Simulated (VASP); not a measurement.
# Si32O (a cell with a defect) in VASP: single point with PBEsol

Aim: the single point of Si32O (a cell with a defect) with PBEsol.

Program: VASP 6.6.1. These are calculated values, not measurements. Logs are shortened: lines on timing, memory, paths and dates and some standing lists are left out, and cuts for length are marked.

## 1. The cell of the first run

The cell holds a defect, 33 atoms: a = 9.412 Å, b = 9.412 Å, c = 9.412 Å, α = 109.47°, β = 109.47°, γ = 109.47°.

## 2. Single point, PBEsol

INCAR reads:

```
PREC = Accurate
ENCUT = 520
EDIFF = 1E-6
ISMEAR = 0
SIGMA = 0.02
LREAL = Auto
LASPH = T
NELM = 100
ALGO = Normal
ISIF = 2
LWAVE = F
LCHARG = F
GGA = PS
NBANDS = 89
```

KPOINTS reads:

```
Automatic mesh
0
Gamma
  2 2 2
  0.5 0.5 0.5
```

POSCAR reads:

```
Si32O
1.0
   -5.4338342764      5.4338342764     -5.4338342764
    5.4338342764     -5.4338342764     -5.4338342764
   -5.4338342764     -5.4338342764      5.4338342764
Si O
32 1
Direct
    0.4989322203     -0.0013059839      0.2531940486
    0.2531489608      0.9988397187      0.5004567423
    1.0009690622      0.9912858446      0.7234374109
    0.7467828965      0.7453608804      0.2465794744
    0.7187849871      0.9885020828      1.0000080465
    0.5144689473      0.7652057071      0.5145974017
    0.2457846397      0.7455248530      0.7467891536
    0.0003581265      0.5037578183      0.2464592094
    1.0002911800      0.7657372839      0.9999567016
    0.7526570175      0.4983678858      0.4994896535
    0.5002450133      0.4987942882      0.7534107210
    0.2774659519      0.2678544148      0.2765243516
    0.2453988164      0.5011759398     -0.0000495967
    0.9998829047      0.2505658860      0.4854179141
    0.7539050313      0.2573032096      0.7535251890
    0.4863005321      0.2531047931     -0.0000204276
    0.7521948208      0.2484782257      0.4979792100
    0.4995419186      0.2488731587      0.7522677896
    0.2181089705      0.2435546306     -0.0000400270
   -0.0004554795     -0.0002172499      0.4809444615
   -0.0008982607      0.2438864405      0.2096743187
    0.7896197752      0.0343399321      0.7904745124
    0.4790873014      0.0009465692      0.0000155507
    0.2542069614      0.7504735685      0.5019699463
    0.2544862301      0.0061007565      0.2556256649
   -0.0011282089      0.7504222235      0.7443074806
    0.7450031219      0.7506291676      0.0000152747
    0.5185752558      0.5188534204      0.5190271467
    0.5010403081      0.7500000539      0.2534775501
    0.2475787688      0.4965223197      0.7464583559
    0.0001170444      0.5161802619     -0.0000114100
    0.7472255857      0.4965780815      0.2476777781
   -0.0021209701      0.1678701362     -0.0000035886
```

Potentials or basis: VASP PAW PBE potentials, release 64 (Si, O).

Started as:

```sh
> cat potpaw_PBE.64/Si/POTCAR potpaw_PBE.64/O/POTCAR > POTCAR
> mpirun -np 1 vasp_std > vasp.out
```

OUTCAR:

```text
PREC = Accurate
   ENCUT = 520
   EDIFF = 1E-6
   ISMEAR = 0
   LREAL = Auto
   LASPH = T
   NELM = 100
   ISIF = 2
   GGA = PS

 ion  position               nearest neighbor table
   1  0.499  0.999  0.253-  25 2.33  23 2.34  17 2.35  29 2.35
   2  0.253  0.999  0.500-  25 2.33  20 2.34  24 2.35  18 2.35
   3  0.001  0.991  0.723-  20 2.31  26 2.33  19 2.38  22 2.39
   4  0.747  0.745  0.247-  27 2.33  20 2.33  32 2.35  29 2.35
   5  0.719  0.989  0.000-  23 2.30  27 2.33  21 2.40  22 2.40
   6  0.514  0.765  0.515-  28 2.35  24 2.37  29 2.37  22 2.57
[... 10 lines left out ...]
  17  0.752  0.248  0.498-  10 2.35   1 2.35  14 2.37  15 2.37
  18  0.500  0.249  0.752-  11 2.35   2 2.35  16 2.36  15 2.36
  19  0.218  0.244  1.000-  33 1.95  13 2.35   3 2.38  12 2.38  16 2.50
  20  1.000  1.000  0.481-   3 2.31   4 2.33   2 2.34  14 2.35
  21  0.999  0.244  0.210-  33 1.86   8 2.35  12 2.39   5 2.40  14 2.57
  22  0.790  0.034  0.790-  33 1.85  15 2.35   3 2.39   5 2.40   6 2.57
  23  0.479  0.001  0.000-   5 2.30   1 2.34   7 2.34  16 2.35
  24  0.254  0.750  0.502-   2 2.35   7 2.35   6 2.37   8 2.37
  25  0.254  0.006  0.256-   2 2.33   1 2.33  12 2.33   9 2.36
  26  0.999  0.750  0.744-  10 2.33   7 2.33   3 2.33   9 2.36
  27  0.745  0.751  0.000-   4 2.33  11 2.33   5 2.33   9 2.36
  28  0.519  0.519  0.519-  12 2.31  11 2.33  10 2.34   6 2.35
  29  0.501  0.750  0.253-   1 2.35   4 2.35   6 2.37  13 2.38
  30  0.248  0.497  0.746-   7 2.35  11 2.35  14 2.37  13 2.38
  31  0.000  0.516  1.000-   9 2.35  13 2.36  15 2.36   8 2.36
  32  0.747  0.497  0.248-   4 2.35  10 2.35  16 2.36   8 2.36
  33  0.998  0.168  1.000-  22 1.85  21 1.86  19 1.95

  LATTYP: Found a body centered cubic cell.
 ALAT       =    10.8676685528

  Lattice vectors:

 A1 = (  -5.4338342764,   5.4338342764,  -5.4338342764)
 A2 = (   5.4338342764,  -5.4338342764,  -5.4338342764)
 A3 = (  -5.4338342764,  -5.4338342764,   5.4338342764)

Analysis of symmetry for initial positions (statically):
=====================================================================
 Subroutine PRICEL returns:
 Original cell was already a primitive cell.

 Routine SETGRP: Setting up the symmetry group for a
 body centered cubic supercell.

 Subroutine GETGRP returns: Found  1 space group operations
 (whereof  1 operations were pure point group operations)
 out of a pool of 48 trial point group operations.

The static configuration has the point symmetry C_1 .

Analysis of symmetry for dynamics (positions and initial velocities):
=====================================================================
 Subroutine PRICEL returns:
 Original cell was already a primitive cell.

 Routine SETGRP: Setting up the symmetry group for a
 body centered cubic supercell.

 Subroutine GETGRP returns: Found  1 space group operations
 (whereof  1 operations were pure point group operations)
 out of a pool of 48 trial point group operations.

The dynamic configuration has the point symmetry C_1 .

 Subroutine INISYM returns: Found  1 space group operations
 (whereof  1 operations are pure point group operations),
 and found     1 'primitive' translations

----------------------------------------------------------------------------------------

                                     Primitive cell

  volume of cell :     641.7696

  direct lattice vectors                    reciprocal lattice vectors
    -5.433834276  5.433834276 -5.433834276    -0.092016056  0.000000000 -0.092016056
     5.433834276 -5.433834276 -5.433834276     0.000000000 -0.092016056 -0.092016056
    -5.433834276 -5.433834276  5.433834276    -0.092016056 -0.092016056  0.000000000

  length of vectors
     9.411677047  9.411677047  9.411677047     0.130130355  0.130130355  0.130130355

  position of ions in fractional coordinates (direct lattice)
     0.498932220  0.998694016  0.253194049
     0.253148961  0.998839719  0.500456742
     0.000969062  0.991285845  0.723437411
     0.746782897  0.745360880  0.246579474
     0.718784987  0.988502083  0.000008046
     0.514468947  0.765205707  0.514597402
[... 25 lines left out ...]
     0.747225586  0.496578081  0.247677778
     0.997879030  0.167870136  0.999996411

  ion indices of the primitive-cell ions
   primitive index   ion index
                 1           1
                 2           2
                 3           3
                 4           4
                 5           5
                 6           6
[... 25 lines left out ...]
                32          32
                33          33

----------------------------------------------------------------------------------------

 KPOINTS: Automatic mesh

Automatic generation of k-mesh.
 Grid dimensions read from file:
 generate k-points for:    2    2    2

 Generating k-lattice:

  Cartesian coordinates                     Fractional coordinates (reciprocal lattice)
    -0.046008028  0.000000000 -0.046008028     0.500000000  0.000000000  0.000000000
     0.000000000 -0.046008028 -0.046008028     0.000000000  0.500000000  0.000000000
    -0.046008028 -0.046008028  0.000000000     0.000000000  0.000000000  0.500000000

  Length of vectors
     0.065065177  0.065065177  0.065065177

  Shift w.r.t. Gamma in fractional coordinates (k-lattice)
     0.500000000  0.500000000  0.500000000

 Subroutine IBZKPT returns following result:
 ===========================================

 Found      4 irreducible k-points:

 Following reciprocal coordinates:
            Coordinates               Weight
  0.250000  0.250000  0.250000      2.000000
 -0.250000  0.250000  0.250000      2.000000
  0.250000 -0.250000  0.250000      2.000000
  0.250000  0.250000 -0.250000      2.000000
   k-points           NKPTS =      4   k-points in BZ     NKDIM =      4   number of bands    NBANDS=     89
   number of dos      NEDOS =    301   number of ions     NIONS =     33
   total plane-waves  NPLWV = 343000
   dimension x,y,z NGX =    70 NGY =   70 NGZ =   70
   dimension x,y,z NGXF=   140 NGYF=  140 NGZF=  140
   ions per type =              32   1
   NGX,Y,Z   is equivalent  to a cutoff of  12.36, 12.36, 12.36 a.u.
   NGXF,Y,Z  is equivalent  to a cutoff of  24.73, 24.73, 24.73 a.u.
 SYSTEM =  unknown system
   PREC   = accura    normal or accurate (medium, high low for compatibility)
   ISTART =      0    job   : 0-new  1-cont  2-samecut
   ICHARG =      2    charge: 1-file 2-atom 10-const
   ISPIN  =      1    spin polarized calculation?
   LNONCOLLINEAR =      F non collinear calculations
   LSORBIT =      F    spin-orbit coupling
   LASPH  =      T    aspherical Exc in radial PAW
   ENCUT  =  520.0 eV  38.22 Ry    6.18 a.u.  17.50 17.50 17.50*2*pi/ulx,y,z
   NELM   =    100;   NELMIN=  2; NELMDL= -5     # of ELM steps
   EDIFF  = 0.1E-05   stopping-criterion for ELM
   LREAL  =      T    real-space projection
   EDIFFG = 0.1E-04   stopping-criterion for IOM
   NSW    =      0    number of steps for IOM
   IBRION =     -1    ionic relax: 0-MD 1-quasi-New 2-CG
   NFREE  =      0    steps in history (QN), initial steepest desc. (CG)
   ISIF   =      2    stress and relaxation
   ISYM   =      2    0-nonsym 1-usesym 2-fastsym
   POTIM  = 0.5000    time-step for ionic-motion
   TEBEG  =    0.0;   TEEND  =   0.0 temperature during run
   PSTRESS=    0.0 pullay stress
   NELECT =     134.0000    total number of electrons
   NUPDOWN=      -1.0000    fix difference up-down
   EMIN   =  10.00;   EMAX   =-10.00  energy-range for DOS
   EFERMI =   0.00;   METHOD = LEGACY
   ISMEAR =     0;   SIGMA  =   0.02  broadening in eV -4-tet -1-fermi 0-gaus
   EFERMI_NEDOS =   21; number of points for ismear=-14 and -15
   IALGO  =     38    algorithm
   IMIX   =      4    mixing-type and parameters
     AMIX     =   0.40;   BMIX     =  1.00
     AMIX_MAG =   1.60;   BMIX_MAG =  1.00
  volume/ion in A,a.u.               =      19.45       131.24
  Fermi-wavevector in a.u.,A,eV,Ry     =   0.971218  1.835336 12.833891  0.943264
  Thomas-Fermi vector in A             =   2.101417
   LORBIT       =      0    0 simple, 1 ext, 2 COOP (PROOUT), +10 PAW based schemes
   GGA     = PS    functional components
   LHFCALC =     F    Hartree Fock is set to
   AEXX    =    0.0000 exact exchange contribution
   IVDW    =     0    specifies the selected vdW correction
   LEPSILON=     F    determine dielectric tensor
   LRPA    =     F    only Hartree local field effects (RPA)
 non-spin polarized calculation
 Gauss-broadening in eV      SIGMA  =   0.02
  energy-cutoff  :      520.00
  volume of cell :      641.77
 maximum number of plane-waves:     17304
 NGX is ok and might be reduce to    70
   NGX = 35   NGY = 35   NGZ = 35

 number of electron     133.9999998 magnetization

 Free energy of the ion-electron system (eV)
  ---------------------------------------------------
  ext. energy  EPLUGINS =         0.00000000
  ---------------------------------------------------
  free energy    TOTEN  =      -188.92222294 eV

  energy without entropy =     -188.92002681  energy(sigma->0) =     -188.92112487

 E-fermi :   5.8355     XC(G=0):  -9.6255

 val. band max:        5.8152464404   @ k =   0.2500   0.2500   0.2500
 cond. band min:       5.8605272484   @ k =   0.2500  -0.2500   0.2500
 fundamental gap:      0.0452808079
 Fermi energy:         5.8354813414

 k-point     1 :       0.2500    0.2500    0.2500
  band No.  band energies     occupation
      1     -14.4787      2.00000
      2      -5.3968      2.00000
      3      -5.3902      2.00000
      4      -5.3665      2.00000
      5      -4.9282      2.00000
      6      -4.2033      2.00000
[... 71 lines left out ...]
     78       7.4646      0.00000
     79       7.6022      0.00000

 k-point     2 :      -0.2500    0.2500    0.2500
  band No.  band energies     occupation
      1     -14.4787      2.00000
      2      -5.7830      2.00000
      3      -4.9579      2.00000
      4      -4.8819      2.00000
      5      -4.7921      2.00000
      6      -4.6131      2.00000
[... 71 lines left out ...]
     78       8.1645      0.00000
     79       8.2487      0.00000

 k-point     3 :       0.2500   -0.2500    0.2500
  band No.  band energies     occupation
      1     -14.4787      2.00000
      2      -5.7830      2.00000
      3      -4.9582      2.00000
      4      -4.8818      2.00000
      5      -4.7923      2.00000
      6      -4.6130      2.00000
[... 71 lines left out ...]
     78       8.1646      0.00000
     79       8.2487      0.00000

 k-point     4 :       0.2500    0.2500   -0.2500
  band No.  band energies     occupation
      1     -14.4787      2.00000
      2      -5.7819      2.00000
      3      -4.9669      2.00000
      4      -4.8718      2.00000
      5      -4.8012      2.00000
      6      -4.6053      2.00000
[... 71 lines left out ...]
     78       8.1624      0.00000
     79       8.2566      0.00000
 [bands above 79 left out]

------------------------ aborting loop because EDIFF is reached ----------------------------------------

  FORCE on cell =-STRESS in cart. coord.  units (eV):
  Direction    XX          YY          ZZ          XY          YZ          ZX
  --------------------------------------------------------------------------------------
  -------------------------------------------------------------------------------------
  Total        1.9433464      1.9480845      3.4142312     -1.1498122      0.0230484     -0.0222905
  in kB        4.8515628      4.8633912      8.5236254     -2.8705051      0.0575404     -0.0556482
  external PRESSURE =       6.0795264 kB  Pullay stress =       0.0000000 kB

 VOLUME and BASIS-vectors are now :
 -----------------------------------------------------------------------------
  energy-cutoff  :      520.00
  volume of cell :      641.77
      direct lattice vectors                 reciprocal lattice vectors
    -5.433834276  5.433834276 -5.433834276    -0.092016056  0.000000000 -0.092016056
     5.433834276 -5.433834276 -5.433834276     0.000000000 -0.092016056 -0.092016056
    -5.433834276 -5.433834276  5.433834276    -0.092016056 -0.092016056  0.000000000

 POSITION                                       TOTAL-FORCE (eV/Angst)
 -----------------------------------------------------------------------------------
      1.33981     -4.09144     -6.76204        -0.000775     -0.003147      0.001640
      1.33256     -6.77136     -4.08370         0.001169     -0.001249     -0.004767
      1.45018     -9.31226     -1.46071         0.001590      0.006941     -0.003384
     -1.34760     -1.33215     -6.76819        -0.000662     -0.004411      0.004257
      1.46555     -1.46564     -9.27707         0.001076     -0.000874      0.001534
     -1.43378     -4.15870     -4.15730        -0.012532     -0.012620     -0.008503
[... 25 lines left out ...]
     -2.70782      0.01614     -5.41278        -0.002411     -0.004016      0.002227
     -9.94395     -0.92368     -0.90067        -0.011051      0.006397     -0.010916
 -----------------------------------------------------------------------------------
    total drift:                               -0.001018      0.001703      0.005418

  FREE ENERGIE OF THE ION-ELECTRON SYSTEM (eV)
  ---------------------------------------------------
  free  energy   TOTEN  =      -188.9222229395 eV

  energy  without entropy=     -188.9200268058  energy(sigma->0) =     -188.92112487
```

Wall time 4.9 min (1 thread of Intel Xeon 6975P-C (Granite Rapids), shared host); peak memory 0.72 GiB.

Results:

* Free energy: -188.9222 eV
* Pressure: 0.6 GPa
* Largest force: 0.056 eV/Å
* Band gap on the k mesh: 0.05 eV

Forces on the atoms (eV/Å):
```
Si  -0.001 -0.003  0.002
Si   0.001 -0.001 -0.005
Si   0.002  0.007 -0.003
Si  -0.001 -0.004  0.004
Si   0.001 -0.001  0.002
Si  -0.013 -0.013 -0.009
Si   0.002  0.001  0.002
Si   0.000  0.001 -0.007
Si   0.000 -0.003 -0.004
Si   0.001 -0.001 -0.003
Si   0.005  0.001  0.006
Si  -0.006  0.000 -0.004
Si   0.001 -0.001 -0.005
Si   0.017  0.010 -0.008
Si  -0.001  0.002 -0.006
Si   0.002  0.000  0.002
Si  -0.005  0.000 -0.001
Si   0.003  0.001  0.003
Si   0.001 -0.005  0.001
Si   0.003  0.004 -0.003
Si  -0.027 -0.031  0.026
Si   0.038  0.027  0.030
Si  -0.001  0.003  0.001
Si   0.000  0.002 -0.001
Si   0.000 -0.001  0.000
Si   0.002 -0.001  0.001
Si   0.001  0.000 -0.004
Si  -0.005 -0.003 -0.004
Si   0.003  0.004 -0.004
Si  -0.006 -0.005 -0.002
Si  -0.007  0.006  0.003
Si  -0.002 -0.004  0.002
O   -0.011  0.006 -0.011
```

Caveat: semilocal functionals underestimate gaps, and a narrow one can read as zero; the PAW data sets were made with another functional, which shifts forces and pressure a little.
